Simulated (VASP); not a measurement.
# LaHg (P4/mmm) in VASP: notebook

The runs below take LaHg through single point, with LDA.

Program: VASP 6.6.1. These are calculated values, not measurements. Logs are shortened: lines on timing, memory, paths and dates and some standing lists are left out, and cuts for length are marked.

### 1 The cell of the first run

It takes space group P4/mmm (No. 123, tetragonal). Conventional cell: a = 3.837 Å, b = 3.837 Å, c = 3.799 Å, α = 90.00°, β = 90.00°, γ = 90.00°. Within 4.4 Å of La (site symmetry 4/mmm) lie 8 Hg at 3.31 Å and 6 La at 3.80 to 3.84 Å. Within 4.4 Å of Hg (site symmetry 4/mmm) lie 8 La at 3.31 Å and 6 Hg at 3.80 to 3.84 Å.

### 2 Single point, LDA (zz strain of -1 %)

Contents of INCAR:

```
SYSTEM = LaHg
PREC = Accurate
ENCUT = 520
EDIFF = 1E-6
ISMEAR = -1
SIGMA = 0.08
LREAL = .False.
LASPH = .True.
NELM = 100
ALGO = Normal
ISIF = 2
LWAVE = .False.
LCHARG = .True.
LELF = .True.
LVHAR = .True.
NBANDS = 18
```

Contents of KPOINTS:

```
regular mesh
0
Gamma
  11 11 11
  0 0 0
```

Contents of POSCAR:

```
LaHg
1.0
    3.8370000000      0.0000000000      0.0000000000
    0.0000000000      3.8370000000      0.0000000000
    0.0000000000      0.0000000000      3.7986300000
La Hg
1 1
Direct
    0.5000000000      0.5000000000      0.5000000000
    0.0000000000      0.0000000000      0.0000000000
```

Potentials or basis: VASP PAW LDA potentials, release 64 (La, Hg).

On the command line:

```bash
cat potpaw_LDA.64/La/POTCAR potpaw_LDA.64/Hg/POTCAR > POTCAR
mpirun -np 1 vasp_std > vasp.out
```

OUTCAR:

```text
SYSTEM = LaHg
   PREC = Accurate
   ENCUT = 520
   EDIFF = 1E-6
   ISMEAR = -1
   LREAL = .False.
   LASPH = .True.
   NELM = 100
   ISIF = 2

 ion  position               nearest neighbor table
   1  0.500  0.500  0.500-   2 3.31   2 3.31   2 3.31   2 3.31   2 3.31   2 3.31   2 3.31   2 3.31

   2  0.000  0.000  0.000-   1 3.31   1 3.31   1 3.31   1 3.31   1 3.31   1 3.31   1 3.31   1 3.31

  LATTYP: Found a simple tetragonal cell.
 ALAT       =     3.8370000000
 C/A-ratio  =     0.9900000000

  Lattice vectors:

 A1 = (   3.8370000000,   0.0000000000,   0.0000000000)
 A2 = (   0.0000000000,   3.8370000000,   0.0000000000)
 A3 = (   0.0000000000,   0.0000000000,   3.7986300000)

Analysis of symmetry for initial positions (statically):
=====================================================================
 Subroutine PRICEL returns:
 Original cell was already a primitive cell.

 Routine SETGRP: Setting up the symmetry group for a
 simple tetragonal supercell.

 Subroutine GETGRP returns: Found 16 space group operations
 (whereof 16 operations were pure point group operations)
 out of a pool of 16 trial point group operations.

The static configuration has the point symmetry D_4h.

Analysis of symmetry for dynamics (positions and initial velocities):
=====================================================================
 Subroutine PRICEL returns:
 Original cell was already a primitive cell.

 Routine SETGRP: Setting up the symmetry group for a
 simple tetragonal supercell.

 Subroutine GETGRP returns: Found 16 space group operations
 (whereof 16 operations were pure point group operations)
 out of a pool of 16 trial point group operations.

The dynamic configuration has the point symmetry D_4h.

 Subroutine INISYM returns: Found 16 space group operations
 (whereof 16 operations are pure point group operations),
 and found     1 'primitive' translations

----------------------------------------------------------------------------------------

                                     Primitive cell

  volume of cell :      55.9256

  direct lattice vectors                    reciprocal lattice vectors
     3.837000000  0.000000000  0.000000000     0.260620276  0.000000000  0.000000000
     0.000000000  3.837000000  0.000000000     0.000000000  0.260620276  0.000000000
     0.000000000  0.000000000  3.798630000     0.000000000  0.000000000  0.263252804

  length of vectors
     3.837000000  3.837000000  3.798630000     0.260620276  0.260620276  0.263252804

  position of ions in fractional coordinates (direct lattice)
     0.500000000  0.500000000  0.500000000
     0.000000000  0.000000000  0.000000000

  ion indices of the primitive-cell ions
   primitive index   ion index
                 1           1
                 2           2

----------------------------------------------------------------------------------------

 KPOINTS: regular mesh

Automatic generation of k-mesh.
 Grid dimensions read from file:
 generate k-points for:   11   11   11

 Generating k-lattice:

  Cartesian coordinates                     Fractional coordinates (reciprocal lattice)
     0.023692752  0.000000000  0.000000000     0.090909091  0.000000000  0.000000000
     0.000000000  0.023692752  0.000000000     0.000000000  0.090909091  0.000000000
     0.000000000  0.000000000  0.023932073     0.000000000  0.000000000  0.090909091

  Length of vectors
     0.023692752  0.023692752  0.023932073

  Shift w.r.t. Gamma in fractional coordinates (k-lattice)
     0.000000000  0.000000000  0.000000000

 Subroutine IBZKPT returns following result:
 ===========================================

 Found    126 irreducible k-points:

 Following reciprocal coordinates:
            Coordinates               Weight
  0.000000  0.000000  0.000000      1.000000
  0.090909  0.000000  0.000000      4.000000
  0.181818  0.000000  0.000000      4.000000
  0.272727  0.000000  0.000000      4.000000
  0.363636  0.000000  0.000000      4.000000
  0.454545  0.000000  0.000000      4.000000
[... 16 lines left out ...]
  0.090909  0.000000  0.090909      8.000000
  0.181818  0.000000  0.090909      8.000000
 [... further k-points ...]
   k-points           NKPTS =    126   k-points in BZ     NKDIM =    126   number of bands    NBANDS=     18
   number of dos      NEDOS =    301   number of ions     NIONS =      2
   total plane-waves  NPLWV =  25200
   dimension x,y,z NGX =    30 NGY =   30 NGZ =   28
   dimension x,y,z NGXF=    60 NGYF=   60 NGZF=   56
   ions per type =               1   1
   NGX,Y,Z   is equivalent  to a cutoff of  13.00, 13.00, 12.25 a.u.
   NGXF,Y,Z  is equivalent  to a cutoff of  26.00, 26.00, 24.51 a.u.
 SYSTEM =  LaHg
   PREC   = accura    normal or accurate (medium, high low for compatibility)
   ISTART =      0    job   : 0-new  1-cont  2-samecut
   ICHARG =      2    charge: 1-file 2-atom 10-const
   ISPIN  =      1    spin polarized calculation?
   LNONCOLLINEAR =      F non collinear calculations
   LSORBIT =      F    spin-orbit coupling
   LASPH  =      T    aspherical Exc in radial PAW
   ENCUT  =  520.0 eV  38.22 Ry    6.18 a.u.   7.13  7.13  7.06*2*pi/ulx,y,z
   NELM   =    100;   NELMIN=  2; NELMDL= -5     # of ELM steps
   EDIFF  = 0.1E-05   stopping-criterion for ELM
   LREAL  =      F    real-space projection
   EDIFFG = 0.1E-04   stopping-criterion for IOM
   NSW    =      0    number of steps for IOM
   IBRION =     -1    ionic relax: 0-MD 1-quasi-New 2-CG
   NFREE  =      0    steps in history (QN), initial steepest desc. (CG)
   ISIF   =      2    stress and relaxation
   ISYM   =      2    0-nonsym 1-usesym 2-fastsym
   POTIM  = 0.5000    time-step for ionic-motion
   TEBEG  =    0.0;   TEEND  =   0.0 temperature during run
   PSTRESS=    0.0 pullay stress
   NELECT =      23.0000    total number of electrons
   NUPDOWN=      -1.0000    fix difference up-down
   EMIN   =  10.00;   EMAX   =-10.00  energy-range for DOS
   EFERMI =   0.00;   METHOD = LEGACY
   ISMEAR =    -1;   SIGMA  =   0.08  broadening in eV -4-tet -1-fermi 0-gaus
   EFERMI_NEDOS =   21; number of points for ismear=-14 and -15
   IALGO  =     38    algorithm
   IMIX   =      4    mixing-type and parameters
     AMIX     =   0.40;   BMIX     =  1.00
     AMIX_MAG =   1.60;   BMIX_MAG =  1.00
  volume/ion in A,a.u.               =      27.96       188.70
  Fermi-wavevector in a.u.,A,eV,Ry     =   1.217439  2.300626 20.165983  1.482158
  Thomas-Fermi vector in A             =   2.352759
   LORBIT       =      0    0 simple, 1 ext, 2 COOP (PROOUT), +10 PAW based schemes
   GGA     = CA    functional components
   LHFCALC =     F    Hartree Fock is set to
   AEXX    =    0.0000 exact exchange contribution
   IVDW    =     0    specifies the selected vdW correction
   LEPSILON=     F    determine dielectric tensor
   LRPA    =     F    only Hartree local field effects (RPA)
 non-spin polarized calculation
  energy-cutoff  :      520.00
  volume of cell :       55.93
 maximum number of plane-waves:      1520
 NGX is ok and might be reduce to    30
   NGX = 15   NGY = 15   NGZ = 15

 number of electron      23.0000002 magnetization

 Free energy of the ion-electron system (eV)
  ---------------------------------------------------
  ext. energy  EPLUGINS =         0.00000000
  ---------------------------------------------------
  free energy    TOTEN  =        -7.69478200 eV

  energy without entropy =       -7.63768639  energy(sigma->0) =       -7.66623419

 E-fermi :   6.7111     XC(G=0): -10.7008

 val. band max:        6.7067530794   @ k =   0.0909   0.0000   0.0000
 cond. band min:       6.7111739328   @ k =   0.4545   0.3636   0.3636
 fundamental gap:      0.0044208534
 Fermi energy:         6.7111092737

 k-point     1 :       0.0000    0.0000    0.0000
  band No.  band energies     occupation
      1     -26.1974      2.00000
      2      -9.6675      2.00000
      3      -9.6675      2.00000
      4      -9.6370      2.00000
      5      -0.9878      2.00000
      6      -0.9840      2.00000
[... 10 lines left out ...]
     17       8.2075      0.00000
     18       8.2202      0.00000

 k-point     2 :       0.0909    0.0000    0.0000
  band No.  band energies     occupation
      1     -26.1930      2.00000
      2      -9.7330      2.00000
      3      -9.6642      2.00000
      4      -9.6336      2.00000
      5      -0.9775      2.00000
      6      -0.9431      2.00000
[... 10 lines left out ...]
     17       8.2168      0.00000
     18       8.2308      0.00000

 k-point     3 :       0.1818    0.0000    0.0000
  band No.  band energies     occupation
      1     -26.1812      2.00000
      2      -9.9028      2.00000
      3      -9.6551      2.00000
      4      -9.6246      2.00000
      5      -0.9516      2.00000
      6      -0.8323      2.00000
[... 10 lines left out ...]
     17       8.2436      0.00000
     18       8.2571      0.00000

 k-point     4 :       0.2727    0.0000    0.0000
  band No.  band energies     occupation
      1     -26.1657      2.00000
      2     -10.1133      2.00000
      3      -9.6433      2.00000
      4      -9.6127      2.00000
      5      -0.9173      2.00000
      6      -0.6899      2.00000
[... 375 lines left out ...]
      4      -9.6636      2.00000
      5      -0.9741      2.00000
      6      -0.9437      2.00000
[... 10 lines left out ...]
     17       8.2177      0.00000
     18       8.2181      0.00000

 k-point    23 :       0.0909    0.0000    0.0909
  band No.  band energies     occupation
      1     -26.1882      2.00000
      2      -9.7324      2.00000
      3      -9.6986      2.00000
      4      -9.6600      2.00000
      5      -0.9499      2.00000
      6      -0.9183      2.00000
[... 10 lines left out ...]
     17       8.2296      0.00000
     18       8.2326      0.00000

 k-point    24 :       0.1818    0.0000    0.0909
  band No.  band energies     occupation
      1     -26.1764      2.00000
      2      -9.8969      2.00000
      3      -9.6894      2.00000
      4      -9.6502      2.00000
      5      -0.9219      2.00000
      6      -0.8147      2.00000
[... 10 lines left out ...]
     17       8.2530      0.00000
     18       8.2643      0.00000

 [... further k-points ...]

------------------------ aborting loop because EDIFF is reached ----------------------------------------

  FORCE on cell =-STRESS in cart. coord.  units (eV):
  Direction    XX          YY          ZZ          XY          YZ          ZX
  --------------------------------------------------------------------------------------
  -------------------------------------------------------------------------------------
  Total       -0.4236234     -0.4236234     -0.3657390      0.0000000     -0.0000000      0.0000000
  in kB      -12.1361226    -12.1361226    -10.4778269      0.0000000     -0.0000000      0.0000000
  external PRESSURE =     -11.5833574 kB  Pullay stress =       0.0000000 kB

 VOLUME and BASIS-vectors are now :
 -----------------------------------------------------------------------------
  energy-cutoff  :      520.00
  volume of cell :       55.93
      direct lattice vectors                 reciprocal lattice vectors
     3.837000000  0.000000000  0.000000000     0.260620276  0.000000000  0.000000000
     0.000000000  3.837000000  0.000000000     0.000000000  0.260620276  0.000000000
     0.000000000  0.000000000  3.798630000     0.000000000  0.000000000  0.263252804

 POSITION                                       TOTAL-FORCE (eV/Angst)
 -----------------------------------------------------------------------------------
      1.91850      1.91850      1.89932         0.000000      0.000000      0.000000
      0.00000      0.00000      0.00000         0.000000      0.000000      0.000000
 -----------------------------------------------------------------------------------
    total drift:                                0.000000     -0.000000     -0.000000

  FREE ENERGIE OF THE ION-ELECTRON SYSTEM (eV)
  ---------------------------------------------------
  free  energy   TOTEN  =        -7.6947819952 eV

  energy  without entropy=       -7.6376863900  energy(sigma->0) =       -7.66623419
```

Wall time 3.9 min (1 thread of Oxide Virtual Turin-like, shared host); peak memory 0.25 GiB.

What came out:

```yaml
Free_energy: -7.6948 eV
Pressure: -1.2 GPa
Band_gap_on_the_k_mesh: zero (an odd number of electrons rules out a gap without spin polarisation)
```

Stress tensor (GPa, compression positive):
```
-1.21  0.00  0.00
 0.00 -1.21  0.00
 0.00  0.00 -1.05
```

Caveat: the cell differs from its parent crystal (zz strain of -1 %); spin-orbit coupling is left out, which moves the levels of the heavy elements.

(Part 1 of 2 ends here.)
